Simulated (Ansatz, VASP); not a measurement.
Two plane-wave programs on AlN

```
CELL_PARAMETERS angstrom
4.86694 0.00000 0.00000
0.00000 3.67576 2.71378
0.00000 -3.67576 2.71378
ATOMIC_POSITIONS crystal
Al 0.24145 0.64212 0.14190
Al 0.75855 0.14190 0.64212
Al 0.24145 0.14190 0.64212
Al 0.75855 0.64212 0.14190
N 0.00000 0.04525 0.23836
N 0.00000 0.23836 0.04525
N 0.00000 0.54529 0.73840
N 0.00000 0.73840 0.54529
```

Alike in both runs: functional PBE; k mesh 3 × 3 × 3; occupations gaussian, width 0.15 eV; no spin polarisation.

Ansatz relaxed the structure, and its values are those at the end. VASP's run is a single point on that final structure, the one shown.

|  | VASP | Ansatz |
| --- | --- | --- |
| version | VASP 6.6.1 | Ansatz 0.2.0 |
| potentials or method | VASP PAW PBE potentials, release 64 (Al, N), cutoff 600 eV | scalar-relativistic, plane waves, PAW |
| valence electrons in the cell | 32 | 32 |

|  | VASP | Ansatz | Ansatz less VASP |
| --- | --- | --- | --- |
| gap on the k mesh at the Fermi level (eV) | none | none | - |
| pressure (GPa) | -0.1 | 0.2 | +0.24 |
| rms of the force components (eV/Å) | 0.025 | 0.005 | -0.0200 |

A gap of «none» marks a metal or a gap that the smearing closes. The functional is the same, so the differences come from potentials, cutoffs and numerics.

The k mesh is coarse, so the values compare programs but aren't converged.
